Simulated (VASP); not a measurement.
# C in VASP: relaxation of the atoms with PBE+D3(BJ)

Aim: the relaxation of the atoms of C with PBE+D3(BJ).

Everything below comes from runs of VASP 6.6.1. Logs are shortened: lines on timing, memory, paths and dates and some standing lists are left out, and cuts for length are marked.

## 1. The cell of the first run

The cell holds a slab with vacuum, 4 atoms: a = 2.466 Å, b = 2.466 Å, c = 17.500 Å, α = 90.00°, β = 90.00°, γ = 120.00°.

## 2. Relaxation of the atoms, PBE+D3(BJ) (layers slid over each other)

The input, INCAR:

```
PREC = Accurate
ENCUT = 520
EDIFF = 1E-6
ISMEAR = 0
SIGMA = 0.1
LREAL = False
LASPH = True
NELM = 60
ALGO = Normal
ISIF = 2
LWAVE = False
LCHARG = False
LDIPOL = True
IDIPOL = 3
DIPOL = 0.5 0.5 0.354
GGA = PE
IVDW = 12
IBRION = 2
NSW = 40
EDIFFG = -0.003
```

The input, KPOINTS:

```
Automatic mesh
0
Gamma
  15 15 1
```

The input, POSCAR:

```
C
1.0
    2.4656677093      0.0000000000      0.0000000000
   -1.2328338546      2.1353308736      0.0000000000
    0.0000000000      0.0000000000     17.5000661151
C
4
Selective dynamics
Direct
    0.6666666667      0.3333333333      0.2571681122  F F T
    0.3333333333      0.6666666667      0.2571418857  F F F
    0.6666666667      0.5000000000      0.4510939157  F F T
    1.0000000000      0.1666666667      0.4511273496  F F T
```

Potentials or basis: VASP PAW PBE potentials, release 64 (C).

Command:

```console
$ cat potpaw_PBE.64/C/POTCAR > POTCAR
$ mpirun -np 1 vasp_std > vasp.out
```

OUTCAR:

```text
PREC = Accurate
   ENCUT = 520
   EDIFF = 1E-6
   ISMEAR = 0
   LREAL = False
   LASPH = True
   NELM = 60
   ISIF = 2
   GGA = PE
   IVDW = 12
   IBRION = 2
   NSW = 40
   EDIFFG = -0.003
 IVDW          = 12

 ion  position               nearest neighbor table
   1  0.667  0.333  0.257-   2 1.42   2 1.42   2 1.42
   2  0.333  0.667  0.257-   1 1.42   1 1.42   1 1.42
   3  0.667  0.500  0.451-   4 1.42   4 1.42   4 1.42
   4  0.000  0.167  0.451-   3 1.42   3 1.42   3 1.42

  LATTYP: Found a hexagonal cell.
 ALAT       =     2.4656677093
 C/A-ratio  =     7.0974957611

  Lattice vectors:

 A1 = (   2.4656677093,   0.0000000000,   0.0000000000)
 A2 = (  -1.2328338546,   2.1353308736,   0.0000000000)
 A3 = (   0.0000000000,   0.0000000000,  17.5000661151)

Analysis of symmetry for initial positions (statically):
=====================================================================
 Subroutine PRICEL returns:
 Original cell was already a primitive cell.

 Routine SETGRP: Setting up the symmetry group for a
 hexagonal supercell.

 Subroutine GETGRP returns: Found  2 space group operations
 (whereof  1 operations were pure point group operations)
 out of a pool of 24 trial point group operations.

The static configuration has the point symmetry C_1 .
 The point group associated with its full space group is S_2 .

Analysis of symmetry for dynamics (positions and initial velocities):
=====================================================================
 Subroutine PRICEL returns:
 Original cell was already a primitive cell.

 Routine SETGRP: Setting up the symmetry group for a
 hexagonal supercell.

 Subroutine GETGRP returns: Found  2 space group operations
 (whereof  1 operations were pure point group operations)
 out of a pool of 24 trial point group operations.

The dynamic configuration has the point symmetry C_1 .
 The point group associated with its full space group is S_2 .

Analysis of constrained symmetry for selective dynamics:
=====================================================================
 Subroutine PRICEL returns:
 Original cell was already a primitive cell.

 Routine SETGRP: Setting up the symmetry group for a
 hexagonal supercell.

 Subroutine GETGRP returns: Found  1 space group operations
 (whereof  1 operations were pure point group operations)
 out of a pool of 24 trial point group operations.

The constrained configuration has the point symmetry C_1 .

 Subroutine INISYM returns: Found  1 space group operations
 (whereof  1 operations are pure point group operations),
 and found     1 'primitive' translations

[... 130 lines left out ...]
 non-spin polarized calculation
 Gauss-broadening in eV      SIGMA  =   0.10
  energy-cutoff  :      520.00
  volume of cell :       92.14
 maximum number of plane-waves:      2521
   NGX =  9   NGY =  9   NGZ = 65

 dipolmoment           0.000000      0.000000     -0.000001 electrons x Angstroem

--------------------------------------- Ionic step        1  -------------------------------------------

 number of electron      15.9999996 magnetization

 Free energy of the ion-electron system (eV)
  ---------------------------------------------------
  ext. energy  EPLUGINS =         0.00000000
  ---------------------------------------------------
  free energy    TOTEN  =       -36.87503448 eV

  energy without entropy =      -36.87469390  energy(sigma->0) =      -36.87486419

------------------------ aborting loop because EDIFF is reached ----------------------------------------

 Edisp (eV)   -0.47572

 E8    (eV) :    -0.1421
[... 111 lines left out ...]
  FREE ENERGIE OF THE ION-ELECTRON SYSTEM (eV)
  ---------------------------------------------------
  free  energy   TOTEN  =       -37.3507593859 eV

  energy  without entropy=      -37.3504188603  energy(sigma->0) =      -37.35058912

[... ionic steps 4 to 7 ...]

--------------------------------------- Ionic step        8  -------------------------------------------

 number of electron      15.9999996 magnetization

------------------------ aborting loop because EDIFF is reached ----------------------------------------
[... 79 lines left out ...]
--------------------------------------- Ionic step       10  -------------------------------------------

 number of electron      15.9999996 magnetization

 dipolmoment           0.000000      0.000000      0.000092 electrons x Angstroem

 Free energy of the ion-electron system (eV)
  ---------------------------------------------------
  ext. energy  EPLUGINS =         0.00000000
  ---------------------------------------------------
  free energy    TOTEN  =       -36.87549409 eV

  energy without entropy =      -36.87514815  energy(sigma->0) =      -36.87532112

 E-fermi :  -0.8386     XC(G=0):  -4.4634

 val. band max:       -0.9418168592   @ k =   0.3333   0.3333   0.0000
 cond. band min:      -0.7354485435   @ k =   0.3333   0.3333   0.0000
 fundamental gap:      0.2063683157
 Fermi energy:        -0.8386308361

 k-point     1 :       0.0000    0.0000    0.0000
  band No.  band energies     occupation
      1     -20.4178      2.00000
      2     -20.2817      2.00000
      3      -8.8928      2.00000
      4      -7.9797      2.00000
      5      -3.8720      2.00000
      6      -3.8670      2.00000
      7      -3.8652      2.00000
      8      -3.8595      2.00000
      9       2.5611      0.00000
     10       3.0191      0.00000
     11       3.8908      0.00000
     12       5.6702      0.00000
[... 331 lines left out ...]
 k-point    24 :      -0.0667    0.1333    0.0000
  band No.  band energies     occupation
      1     -20.1016      2.00000
      2     -19.9681      2.00000
      3      -8.5124      2.00000
      4      -7.6108      2.00000
      5      -5.0208      2.00000
      6      -5.0093      2.00000
      7      -4.5367      2.00000
      8      -4.5286      2.00000
      9       2.9861      0.00000
     10       3.4469      0.00000
     11       4.3203      0.00000
     12       6.0947      0.00000

 [... further k-points ...]

------------------------ aborting loop because EDIFF is reached ----------------------------------------

 vacuum level on the upper side and lower side of the slab       (xc-potential included)        -0.108        -0.097

 Edisp (eV)   -0.47529

 E8    (eV) :    -0.1419

  FORCE on cell =-STRESS in cart. coord.  units (eV):
  Direction    XX          YY          ZZ          XY          YZ          ZX
  --------------------------------------------------------------------------------------
  -------------------------------------------------------------------------------------
  Total       0.13404     0.09777    -0.00723    -0.00693    -0.01578     0.02600
  in kB       2.33085     1.70016    -0.12578    -0.12050    -0.27434     0.45215
  external pressure =        1.30 kB  Pullay stress =        0.00 kB
[... 19 lines left out ...]
  FREE ENERGIE OF THE ION-ELECTRON SYSTEM (eV)
  ---------------------------------------------------
  free  energy   TOTEN  =       -37.3507830407 eV

  energy  without entropy=      -37.3504371011  energy(sigma->0) =      -37.35061007

 reached required accuracy - stopping structural energy minimisation

 vacuum level on the upper side and lower side of the slab         3.297         3.309
```

OSZICAR:

```text
N       E                     dE             d eps       ncg     rms          rms(c)
DAV:   1     0.110909529348E+03    0.11091E+03   -0.69511E+03  2720   0.108E+03
DAV:   2    -0.274355579726E+02   -0.13835E+03   -0.12627E+03  4432   0.234E+02
DAV:   3    -0.390697020939E+02   -0.11634E+02   -0.11526E+02  3308   0.775E+01
[... 51 lines left out ...]
   9 F= -.37350772E+02 E0= -.37350601E+02  d E =-.998249E-05
       N       E                     dE             d eps       ncg     rms          rms(c)
DAV:   1    -0.368754909611E+02   -0.18388E-03   -0.20077E-02  2712   0.123E+00    0.259E-02
DAV:   2    -0.368754958478E+02   -0.48868E-05   -0.23279E-04  2932   0.144E-01    0.176E-02
DAV:   3    -0.368754936401E+02    0.22077E-05   -0.22921E-05  3060   0.466E-02    0.369E-03
DAV:   4    -0.368754940900E+02   -0.44992E-06   -0.50444E-06  2892   0.188E-02
  10 F= -.37350783E+02 E0= -.37350610E+02  d E =-.207452E-04
```

CONTCAR:

```text
C
   1.00000000000000
     2.4656677092999999    0.0000000000000000    0.0000000000000000
    -1.2328338545999999    2.1353308736000001    0.0000000000000000
     0.0000000000000000    0.0000000000000000   17.5000661151000010
  C
     4
Selective dynamics
Direct
     0.6666666667000030    0.3333333332999970    0.2571495776880416   F   F   T
     0.3333333332999970    0.6666666667000030    0.2571418857000012   F   F   F
     0.6666666667000030    0.5000000000000000    0.4513494213492113   F   F   T
     0.0000000000000000    0.1666666667000030    0.4513671879036532   F   F   T

  0.00000000E+00  0.00000000E+00  0.00000000E+00
  0.00000000E+00  0.00000000E+00  0.00000000E+00
  0.00000000E+00  0.00000000E+00  0.00000000E+00
  0.00000000E+00  0.00000000E+00  0.00000000E+00
```

Run time: 4.4 min. Hardware: 1 thread of Oxide Virtual Turin-like, shared host; peak memory 0.23 GiB.

Results:

- Free energy: -37.3508 eV
- Energy gained by relaxing: 0.0 meV/atom
- Ionic steps: 10
- Dispersion energy per atom: -0.119 eV

Final structure:
```yaml
crystal:
  lattice:
    - [2.46567, 0.00000, 0.00000]
    - [-1.23283, 2.13533, 0.00000]
    - [0.00000, 0.00000, 17.50007]
  atoms:
    - { symbol: C, position: [0.66667, 0.33333, 0.25715] }
    - { symbol: C, position: [0.33333, 0.66667, 0.25714] }
    - { symbol: C, position: [0.66667, 0.50000, 0.45135] }
    - { symbol: C, position: [0.00000, 0.16667, 0.45137] }
```

Caveat: the cell differs from its parent crystal (layers slid over each other).
